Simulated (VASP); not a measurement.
Wanted: the native input for a VASP 6.6.1 run.

| Property | Result |
| --- | --- |
| Task | single point |
| Functional | PBE |
| Potentials or basis | VASP PAW PBE potentials, release 64 (O, Y_sv, Hf_pv, Ta_pv, Bi_d) |
| Cutoff | 520 eV |
| k mesh | 2 × 2 × 2, shifted |
| Occupations | gaussian, width 0.1 eV |
| Spin | no spin polarisation |
| Dipole correction | no |
| Further INCAR settings | LREAL = Auto; ALGO = Normal; EDIFF = 1e-06; NBANDS = 85; ISYM = 0 |

The structure of YHf2Ta2BiO12 lies in POSCAR:

```
YHf2Ta2BiO12
1.0
    5.1883201772      2.4961518688     -2.4720544138
    2.6549141411      5.1765673395      2.7778261208
    5.3742136659     -2.6010399542      2.7389533060
O Y Hf Ta Bi
12 1 2 2 1
Direct
    0.4657757405      0.3814181704      0.6767092989
    0.8088612990      0.6805387730      0.5838127382
    1.0173947816      0.2689911535      0.1428430059
    0.2116214954      0.7121583157      0.1782151435
    0.6081225906      1.0006301677      0.1294192337
    0.1519315953      0.9749042682      0.5022513890
    0.3375633515      0.9685186315      0.8104395224
    0.8127092815      0.2590395524      0.8518747221
    0.7519961249      0.0882845430      0.3721930823
    0.2394437074      0.3123449990      0.4315140358
    0.5759744827      0.6410735780      0.3711897235
    0.0310469963      0.7250650569      0.8678380335
    0.3276287020      0.3684015410      0.0283857003
    0.8445884044      0.3190387791      0.5058136624
    0.2000895334      0.6286146234      0.5281886098
    0.4870489334     -0.0441437358      0.4883538318
    0.9640334134      1.0146766156      0.0570072382
    0.6646951418      0.6899168975      0.9756095267
```

The input as run:

INCAR

```
PREC = Accurate
ENCUT = 520
EDIFF = 1E-6
ISMEAR = 0
SIGMA = 0.1
LREAL = Auto
LASPH = True
NELM = 100
ALGO = Normal
ISIF = 2
LWAVE = False
LCHARG = True
GGA = PE
LELF = True
LVHAR = True
ISYM = 0
NBANDS = 85
```

KPOINTS

```
Automatic mesh
0
Gamma
  2 2 2
  0.5 0.5 0.5
```

Potentials or basis: VASP PAW PBE potentials, release 64 (O, Y_sv, Hf_pv, Ta_pv, Bi_d).

Launch:

```sh
$ cat potpaw_PBE.64/O/POTCAR potpaw_PBE.64/Y_sv/POTCAR potpaw_PBE.64/Hf_pv/POTCAR potpaw_PBE.64/Ta_pv/POTCAR potpaw_PBE.64/Bi_d/POTCAR > POTCAR
$ mpirun -np 1 vasp_std > vasp.out
```

Results of the run:

- Pressure: -0.8 GPa
- Largest force: 0.216 eV/Å
- Band gap on the k mesh: 3.33 eV, indirect (least direct gap 3.39 eV)

Caveat: the k points lie up to 0.60 Å⁻¹ apart; spin-orbit coupling is left out, which moves the levels of the heavy elements.

It took 100 s on 1 thread of Intel(R) Xeon(R) 6975P-C (Granite Rapids), with other jobs on the host, peak memory 0.37 GiB.
